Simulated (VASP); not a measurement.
# BiTe in VASP: relaxation of the atoms with PBE

Aim: the relaxation of the atoms of BiTe with PBE.

All numbers are computed with VASP 6.6.1; they aren't measurements. Logs are shortened: lines on timing, memory, paths and dates and some standing lists are left out, and cuts for length are marked.

## (1) The cell of the first run

The cell holds a slab with vacuum, 6 atoms: a = 4.598 Å, b = 4.598 Å, c = 24.385 Å, α = 90.00°, β = 90.00°, γ = 120.00°.

## (2) Relaxation of the atoms, PBE

Input file INCAR:

```
SYSTEM = BiTe
PREC     = Accurate       ! precision mode
ENCUT    = 520            ! plane-wave cutoff, eV
EDIFF    = 1E-6           ! SCF threshold, eV
ISMEAR   = 0              ! smearing method
SIGMA    = 0.1            ! smearing width, eV
LREAL    = .False.        ! projectors in reciprocal space
LASPH    = .True.         ! aspherical terms in the spheres
NELM     = 80             ! most SCF steps
ALGO     = Fast           ! electronic algorithm
ISIF     = 2              ! what is computed and relaxed
LWAVE    = .False.        ! write WAVECAR
LCHARG   = .False.        ! write CHGCAR
LDIPOL   = .True.       
IDIPOL   = 3            
DIPOL    = 0.5 0.5 0.500
GGA      = PE             ! functional
IBRION   = 2              ! ionic algorithm
NSW      = 80             ! ionic steps
EDIFFG   = -0.02          ! ionic threshold
```

Input file KPOINTS:

```
Automatic mesh
0
Gamma
  9 9 1
  0 0 0
```

Input file POSCAR:

```
BiTe
1.0
    4.5978826513      0.0000000000      0.0000000000
   -2.2989413256      3.9818831796      0.0000000000
    0.0000000000      0.0000000000     24.3853886607
Bi Te
3 3
Direct
    0.3333333333      0.6666666667      0.3075612246
    0.0000000000      0.0000000000      0.4615122449
    0.6666666667      0.3333333333      0.6154632652
    0.6666666667      0.3333333333      0.3845367348
    0.3333333333      0.6666666667      0.5384877551
    0.0000000000      0.0000000000      0.6924387754
```

Potentials or basis: VASP PAW PBE potentials, release 64 (Bi_d, Te).

Launch:

```
cat potpaw_PBE.64/Bi_d/POTCAR potpaw_PBE.64/Te/POTCAR > POTCAR
mpirun -np 1 vasp_std > vasp.out
```

OUTCAR:

```text
SYSTEM = BiTe
   PREC = Accurate
   ENCUT = 520
   EDIFF = 1E-6
   ISMEAR = 0
   LREAL = .False.
   LASPH = .True.
   NELM = 80
   ISIF = 2
   GGA = PE
   IBRION = 2
   NSW = 80
   EDIFFG = -0.02

 ion  position               nearest neighbor table
   1  0.333  0.667  0.308-   4 3.25   4 3.25   4 3.25
   2  0.000  0.000  0.462-   4 3.25   4 3.25   4 3.25   5 3.25   5 3.25   5 3.25
   3  0.667  0.333  0.615-   5 3.25   5 3.25   5 3.25   6 3.25   6 3.25   6 3.25
   4  0.667  0.333  0.385-   2 3.25   2 3.25   2 3.25   1 3.25   1 3.25   1 3.25
   5  0.333  0.667  0.538-   3 3.25   3 3.25   3 3.25   2 3.25   2 3.25   2 3.25
   6  0.000  0.000  0.692-   3 3.25   3 3.25   3 3.25

  LATTYP: Found a hexagonal cell.
 ALAT       =     4.5978826513
 C/A-ratio  =     5.3036126648

  Lattice vectors:

 A1 = (   4.5978826513,   0.0000000000,   0.0000000000)
 A2 = (  -2.2989413256,   3.9818831796,   0.0000000000)
 A3 = (   0.0000000000,   0.0000000000,  24.3853886607)

Analysis of symmetry for initial positions (statically):
=====================================================================
 Subroutine PRICEL returns:
 Original cell was already a primitive cell.

 Routine SETGRP: Setting up the symmetry group for a
 hexagonal supercell.

 Subroutine GETGRP returns: Found  6 space group operations
 (whereof  6 operations were pure point group operations)
 out of a pool of 24 trial point group operations.

The static configuration has the point symmetry C_3v.

Analysis of symmetry for dynamics (positions and initial velocities):
=====================================================================
 Subroutine PRICEL returns:
 Original cell was already a primitive cell.

 Routine SETGRP: Setting up the symmetry group for a
 hexagonal supercell.

 Subroutine GETGRP returns: Found  6 space group operations
 (whereof  6 operations were pure point group operations)
 out of a pool of 24 trial point group operations.

The dynamic configuration has the point symmetry C_3v.

 Subroutine INISYM returns: Found  6 space group operations
 (whereof  6 operations are pure point group operations),
 and found     1 'primitive' translations

----------------------------------------------------------------------------------------

                                     Primitive cell

  volume of cell :     446.4533

  direct lattice vectors                    reciprocal lattice vectors
     4.597882651  0.000000000  0.000000000     0.217491414  0.125568727  0.000000000
    -2.298941326  3.981883180  0.000000000     0.000000000  0.251137453  0.000000000
     0.000000000  0.000000000 24.385388661     0.000000000  0.000000000  0.041008163

  length of vectors
     4.597882651  4.597882651 24.385388661     0.251137453  0.251137453  0.041008163

  position of ions in fractional coordinates (direct lattice)
     0.333333333  0.666666667  0.307561225
     0.000000000  0.000000000  0.461512245
     0.666666667  0.333333333  0.615463265
     0.666666667  0.333333333  0.384536735
     0.333333333  0.666666667  0.538487755
     0.000000000  0.000000000  0.692438775

  ion indices of the primitive-cell ions
   primitive index   ion index
                 1           1
                 2           2
                 3           3
                 4           4
                 5           5
                 6           6

----------------------------------------------------------------------------------------

 KPOINTS: Automatic mesh

Automatic generation of k-mesh.
 Grid dimensions read from file:
 generate k-points for:    9    9    1

 Generating k-lattice:

  Cartesian coordinates                     Fractional coordinates (reciprocal lattice)
     0.024165713  0.013952081  0.000000000     0.111111111 -0.000000000  0.000000000
     0.000000000  0.027904161  0.000000000     0.000000000  0.111111111  0.000000000
[... 29 lines left out ...]
   total plane-waves  NPLWV = 248832
   dimension x,y,z NGX =    36 NGY =   36 NGZ =  192
   dimension x,y,z NGXF=    72 NGYF=   72 NGZF=  384
   ions per type =               3   3
   NGX,Y,Z   is equivalent  to a cutoff of  13.02, 13.02, 13.09 a.u.
   NGXF,Y,Z  is equivalent  to a cutoff of  26.03, 26.03, 26.18 a.u.
 SYSTEM =  BiTe
   PREC   = accura    normal or accurate (medium, high low for compatibility)
   ISTART =      0    job   : 0-new  1-cont  2-samecut
   ICHARG =      2    charge: 1-file 2-atom 10-const
   ISPIN  =      1    spin polarized calculation?
   LNONCOLLINEAR =      F non collinear calculations
   LSORBIT =      F    spin-orbit coupling
   LASPH  =      T    aspherical Exc in radial PAW
   ENCUT  =  520.0 eV  38.22 Ry    6.18 a.u.   8.55  8.55 45.34*2*pi/ulx,y,z
   NELM   =     80;   NELMIN=  2; NELMDL= -5     # of ELM steps
   EDIFF  = 0.1E-05   stopping-criterion for ELM
   LREAL  =      F    real-space projection
   EDIFFG = -.2E-01   stopping-criterion for IOM
   NSW    =     80    number of steps for IOM
   IBRION =      2    ionic relax: 0-MD 1-quasi-New 2-CG
   NFREE  =      1    steps in history (QN), initial steepest desc. (CG)
   ISIF   =      2    stress and relaxation
   ISYM   =      2    0-nonsym 1-usesym 2-fastsym
   POTIM  = 0.5000    time-step for ionic-motion
   TEBEG  =    0.0;   TEEND  =   0.0 temperature during run
   PSTRESS=    0.0 pullay stress
   NELECT =      63.0000    total number of electrons
   NUPDOWN=      -1.0000    fix difference up-down
   EMIN   =  10.00;   EMAX   =-10.00  energy-range for DOS
   EFERMI =   0.00;   METHOD = LEGACY
   ISMEAR =     0;   SIGMA  =   0.10  broadening in eV -4-tet -1-fermi 0-gaus
   EFERMI_NEDOS =   21; number of points for ismear=-14 and -15
   IALGO  =     68    algorithm
   IMIX   =      4    mixing-type and parameters
     AMIX     =   0.40;   BMIX     =  1.00
     AMIX_MAG =   1.60;   BMIX_MAG =  1.00
  volume/ion in A,a.u.               =      74.41       502.14
  Fermi-wavevector in a.u.,A,eV,Ry     =   0.852308  1.610628  9.883654  0.726428
  Thomas-Fermi vector in A             =   1.968575
   LORBIT       =      0    0 simple, 1 ext, 2 COOP (PROOUT), +10 PAW based schemes
   GGA     = PE    functional components
   LHFCALC =     F    Hartree Fock is set to
   AEXX    =    0.0000 exact exchange contribution
   IVDW    =     0    specifies the selected vdW correction
   LEPSILON=     F    determine dielectric tensor
   LRPA    =     F    only Hartree local field effects (RPA)
 conjugate gradient relaxation of ions
 non-spin polarized calculation
 RMM-DIIS sequential band-by-band and
 Gauss-broadening in eV      SIGMA  =   0.10
  energy-cutoff  :      520.00
  volume of cell :      446.45
 maximum number of plane-waves:     12085
 NGX is ok and might be reduce to    36
   NGX = 17   NGY = 17   NGZ = 91

--------------------------------------- Ionic step        1  -------------------------------------------

 number of electron      62.9999991 magnetization

 Free energy of the ion-electron system (eV)
  ---------------------------------------------------
  ext. energy  EPLUGINS =         0.00000000
  ---------------------------------------------------
  free energy    TOTEN  =       -20.39899590 eV

  energy without entropy =      -20.34028067  energy(sigma->0) =      -20.36963828

------------------------ aborting loop because EDIFF is reached ----------------------------------------

  FORCE on cell =-STRESS in cart. coord.  units (eV):
  Direction    XX          YY          ZZ          XY          YZ          ZX
  --------------------------------------------------------------------------------------
  -------------------------------------------------------------------------------------
  Total       -3.5641904     -3.5641904     -1.6909105     -0.0000000      0.0000000      0.0000000
  in kB      -12.7907319    -12.7907319     -6.0681335     -0.0000000      0.0000000      0.0000000
  external PRESSURE =     -10.5498657 kB  Pullay stress =       0.0000000 kB
[... 61 lines left out ...]
  FREE ENERGIE OF THE ION-ELECTRON SYSTEM (eV)
  ---------------------------------------------------
  free  energy   TOTEN  =       -20.4899205493 eV

  energy  without entropy=      -20.4317327059  energy(sigma->0) =      -20.46082663

 dipolmoment           0.000000      0.000000     -0.006855 electrons x Angstroem

--------------------------------------- Ionic step        3  -------------------------------------------

 number of electron      62.9999990 magnetization

------------------------ aborting loop because EDIFF is reached ----------------------------------------
[... 29 lines left out ...]
  FREE ENERGIE OF THE ION-ELECTRON SYSTEM (eV)
  ---------------------------------------------------
  free  energy   TOTEN  =       -20.5546908209 eV

  energy  without entropy=      -20.5021073530  energy(sigma->0) =      -20.52839909

[... ionic steps 4 to 13 ...]

--------------------------------------- Ionic step       14  -------------------------------------------

 number of electron      62.9999986 magnetization

------------------------ aborting loop because EDIFF is reached ----------------------------------------
[... 75 lines left out ...]
--------------------------------------- Ionic step       16  -------------------------------------------

 number of electron      62.9999990 magnetization

 dipolmoment           0.000000      0.000000      0.035979 electrons x Angstroem

 Free energy of the ion-electron system (eV)
  ---------------------------------------------------
  ext. energy  EPLUGINS =         0.00000000
  ---------------------------------------------------
  free energy    TOTEN  =       -20.60324499 eV

  energy without entropy =      -20.56851719  energy(sigma->0) =      -20.58588109

 E-fermi :   0.7967     XC(G=0):  -4.8976

 val. band max:        0.7819067640   @ k =   0.2222   0.1111   0.0000
 cond. band min:       0.8240833259   @ k =   0.1111  -0.0000   0.0000
 fundamental gap:      0.0421765618
 Fermi energy:         0.7967274902

 k-point     1 :       0.0000    0.0000    0.0000
  band No.  band energies     occupation
      1     -22.7969      2.00000
      2     -22.7969      2.00000
      3     -22.7714      2.00000
      4     -22.7714      2.00000
      5     -22.7640      2.00000
      6     -22.5179      2.00000
[... 469 lines left out ...]
     36       2.7318      0.00000
     37       3.8108      0.00000

------------------------ aborting loop because EDIFF is reached ----------------------------------------

 vacuum level on the upper side and lower side of the slab       (xc-potential included)         0.088        -0.238

  FORCE on cell =-STRESS in cart. coord.  units (eV):
  Direction    XX          YY          ZZ          XY          YZ          ZX
  --------------------------------------------------------------------------------------
  -------------------------------------------------------------------------------------
  Total        1.0376370      1.0376370     -0.1052111      0.0000000      0.0000000      0.0000000
  in kB        3.7237451      3.7237451     -0.3775688      0.0000000      0.0000000      0.0000000
  external PRESSURE =       2.3566405 kB  Pullay stress =       0.0000000 kB
[... 21 lines left out ...]
  FREE ENERGIE OF THE ION-ELECTRON SYSTEM (eV)
  ---------------------------------------------------
  free  energy   TOTEN  =       -20.6032449872 eV

  energy  without entropy=      -20.5685171869  energy(sigma->0) =      -20.58588109

 reached required accuracy - stopping structural energy minimisation

 vacuum level on the upper side and lower side of the slab         5.087         4.748
```

Run time: 73 min. Hardware: 1 thread of Oxide Virtual Turin-like, shared host; peak memory 0.65 GiB.

Results:

```yaml
Free_energy: -20.6032 eV
Energy_gained_by_relaxing: 34.0 meV/atom
Ionic_steps: 16
Largest_force_after_relaxing: 0.010 eV/Å
Band_gap_on_the_k_mesh: zero (an odd number of electrons rules out a gap without spin polarisation)
```

Forces on the atoms (eV/Å):
```
Bi   0.000  0.000  0.000
Bi   0.000  0.000 -0.001
Bi   0.000  0.000  0.005
Te   0.000  0.000  0.006
Te   0.000  0.000  0.000
Te   0.000  0.000 -0.010
```

Step by step:
| step | energy change (eV) | largest force (eV/Å) | pressure (GPa) |
| --- | --- | --- | --- |
| 1 | 0.0000 | 1.1561 | -1.05 |
| 2 | -0.0909 | 0.7335 | -0.94 |
| 3 | -0.1557 | 0.1721 | -0.67 |
| 4 | -0.1561 | 0.1726 | -0.64 |
| 5 | -0.1606 | 0.1747 | -0.61 |
| 6 | -0.1722 | 0.1616 | -0.51 |
| 7 | -0.1796 | 0.2090 | -0.24 |
| 8 | -0.1806 | 0.1320 | -0.32 |
| 9 | -0.1861 | 0.1283 | -0.20 |
| 10 | -0.1891 | 0.1372 | -0.04 |
| 11 | -0.1954 | 0.0936 | 0.00 |
| 12 | -0.2003 | 0.0811 | 0.07 |
| 13 | -0.2005 | 0.0915 | 0.09 |
| 14 | -0.2032 | 0.0607 | 0.18 |
| 15 | -0.2034 | 0.0657 | 0.21 |
| 16 | -0.2042 | 0.0098 | 0.24 |

Final structure:
```cif
data_structure
_symmetry_space_group_name_H-M 'P 1'
_symmetry_Int_Tables_number 1
_cell_length_a 4.5979
_cell_length_b 4.5979
_cell_length_c 24.3854
_cell_angle_alpha 90.000
_cell_angle_beta 90.000
_cell_angle_gamma 120.000
_cell_volume 446.45
loop_
_atom_site_label
_atom_site_type_symbol
_atom_site_fract_x
_atom_site_fract_y
_atom_site_fract_z
_atom_site_occupancy
Bi1 Bi 0.33333 0.66667 0.31919 1
Bi2 Bi 0.00000 0.00000 0.46331 1
Bi3 Bi 0.66667 0.33333 0.61798 1
Te1 Te 0.66667 0.33333 0.38537 1
Te2 Te 0.33333 0.66667 0.53259 1
Te3 Te 0.00000 0.00000 0.68156 1
```

Levels at points of the mesh, in eV from the Fermi level:
```tsv
k point	band 27	band 28	band 29	band 30	band 31	band 32	band 33	band 34	band 35	band 36
(0.00, 0.00, 0.00)	-2.11	-2.11	-2.09	-1.71	-1.06	-0.34	-0.34	-0.19	0.69	0.69
```

Caveat: spin-orbit coupling is left out, which moves the levels of the heavy elements.

The gap in the log of VASP goes by the Fermi energy; the results here count the filled bands.